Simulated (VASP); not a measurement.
A run of VASP 6.6.1 is set up as follows.

File POSCAR:

```
CaO
1.0
    3.0030793531      0.0000000000      0.0000000000
    0.0000000000      3.0030793531      0.0000000000
    0.0000000000      0.0000000000      3.0030793531
Ca O
1 1
Direct
    0.0000000000      0.0000000000      0.0000000000
    0.5000000000      0.5000000000      0.5000000000
```

INCAR.step1

```
SYSTEM = CaO
PREC = Accurate
ENCUT = 520
EDIFF = 1E-5
ISMEAR = 0
SIGMA = 0.01
LREAL = .False.
LASPH = .True.
NELM = 80
ALGO = Normal
ISIF = 2
LWAVE = .True.
LCHARG = .False.
GGA = PE
NBANDS = 15
```

The input INCAR.step2:

```
SYSTEM = CaO
PREC = Accurate
ENCUT = 520
EDIFF = 1E-6
ISMEAR = 0
SIGMA = 0.01
LREAL = .False.
LASPH = .True.
NELM = 80
ALGO = Normal
ISIF = 2
LWAVE = .False.
LCHARG = .False.
GGA = PE
LHFCALC = .True.
HFSCREEN = 0.2079
PRECFOCK = Normal
ISTART = 1
NBANDS = 15
```

Contents of KPOINTS:

```
regular mesh
0
Gamma
  6 6 6
  0 0 0
```

Potentials or basis: VASP PAW PBE potentials, release 64 (Ca_sv, O).

The run is started by

```sh
$ cat potpaw_PBE.64/Ca_sv/POTCAR potpaw_PBE.64/O/POTCAR > POTCAR
$ cp INCAR.step1 INCAR
$ mpirun -np 1 vasp_std > vasp.out
$ cp INCAR.step2 INCAR
$ mpirun -np 1 vasp_std > vasp.out
```

Q: Predict the pressure.

A: -8.9 GPa.

Q: Predict the band gap on the k mesh.

A: 4.45 eV, indirect (least direct gap 4.81 eV).

Caveat: the cell differs from its parent crystal (strain +3.4%); the PAW data sets were made with another functional, which shifts forces and pressure a little. A k mesh can miss the band edges.
